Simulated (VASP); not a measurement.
Wanted: the native input for a VASP 6.6.1 run.

- Task: relaxation of cell and atoms
- Functional: PBE
- Potentials or basis: VASP PAW PBE potentials, release 64 (Al, H, Cl)
- Cutoff: 600 eV
- k mesh: 10 × 10 × 6
- Occupations: gaussian, width 0.1 eV
- Spin: no spin polarisation
- Dipole correction: no
- Further INCAR settings: ALGO = Fast; EDIFF = 1e-06; IBRION = 2; EDIFFG = -0.01; NSW = 100; ISIF = 3

The structure of AlHCl4 lies in POSCAR:

```
AlHCl4
1.0
    4.2871172260      0.0000000000      0.0000000000
    0.0000000000      4.2871172260      0.0000000000
    0.0000000000      0.0000000000      6.2632575822
Al H Cl
1 1 4
Direct
    0.5000000000      0.5000000000      0.0000000000
    0.0000000000      0.0000000000      0.5000000000
    0.5000000000      0.0000000000      0.2372205633
    0.5000000000      0.0000000000      0.7627794367
    0.0000000000      0.5000000000      0.7627794367
    0.0000000000      0.5000000000      0.2372205633
```

The cell was generated, and may not be a known phase.

The input as run:

INCAR

```
SYSTEM = AlHCl4
PREC = Accurate
ENCUT = 600
EDIFF = 1E-6
ISMEAR = 0
SIGMA = 0.1
LREAL = .False.
LASPH = .True.
NELM = 80
ALGO = Fast
ISIF = 3
LWAVE = .False.
LCHARG = .False.
GGA = PE
IBRION = 2
NSW = 100
EDIFFG = -0.01
```

KPOINTS

```
Automatic mesh
0
Gamma
  10 10 6
  0 0 0
```

Potentials or basis: VASP PAW PBE potentials, release 64 (Al, H, Cl).

The run is started by

```sh
$ cat potpaw_PBE.64/Al/POTCAR potpaw_PBE.64/H/POTCAR potpaw_PBE.64/Cl/POTCAR > POTCAR
$ mpirun -np 1 vasp_std > vasp.out
```

Results of the run:

* Relaxed volume: 19.12 Å³/atom
* Relaxed cell: a = 4.282 Å, b = 4.282 Å, c = 6.256 Å, α = 90.00°, β = 90.00°, γ = 90.00°
* Space group after relaxing (to 0.1 Å): P4/mmm (No. 123)
* Energy gained by relaxing: 0.1 meV/atom
* Ionic steps: 2
* Pressure after relaxing: 0.0 GPa
* Largest force after relaxing: 0.005 eV/Å
* Band gap on the k mesh: zero (bands 16 and 17 overlap by 0.37 eV)

Caveat: semilocal functionals underestimate gaps, and a narrow one can read as zero.

Run time: 8.2 min on 1 thread of Oxide Virtual Turin-like Processor, with other jobs on the host, peak memory 0.35 GiB.
